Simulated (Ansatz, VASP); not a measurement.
**Cu in VASP and in Ansatz**

```
Cu
1.0
     1.44279   -1.44279   -1.37608
     1.44279    1.44279   -1.37608
     2.88559    0.00000    2.75216
Cu
2
Direct
  0.01881 0.01881 0.00004
  0.48119 0.48119 0.49996
```

Change from the starting cell: mode 4 (44.7 1/cm) frozen in, largest displacement +0.075 Å.

Alike in both runs: task single point; functional r2SCAN; k mesh 20 × 20 × 12; occupations gaussian, width 0.15 eV; no spin polarisation.

|  | VASP | Ansatz |
| --- | --- | --- |
| version | VASP 6.6.1 | Ansatz 0.2.0 |
| potentials or method | VASP PAW PBE potentials, release 64 (Cu), cutoff 520 eV | scalar-relativistic, plane waves, PAW |
| valence electrons in the cell | 22 | 38 |

```tsv
	VASP	Ansatz	Ansatz less VASP
gap on the k mesh at the Fermi level (eV)	none	none	-
pressure (GPa)	1.0	0.4	-0.60
traceless stress, the component that is largest in VASP (GPa)	-0.44	-0.38	+0.060
rms of the force components (eV/Å)	0.022	0.023	+0.0010
```

VASP's potentials were made for PBE, not for r2SCAN. Atom by atom the forces differ by 0.002 eV/Å (rms over components). A gap of «none» marks a metal or a gap that the smearing closes. The functional is the same, so the differences come from potentials, cutoffs and numerics. VASP's potentials hold 22 valence electrons a cell and Ansatz's 38, so a difference there can come from the potentials and not from the codes.
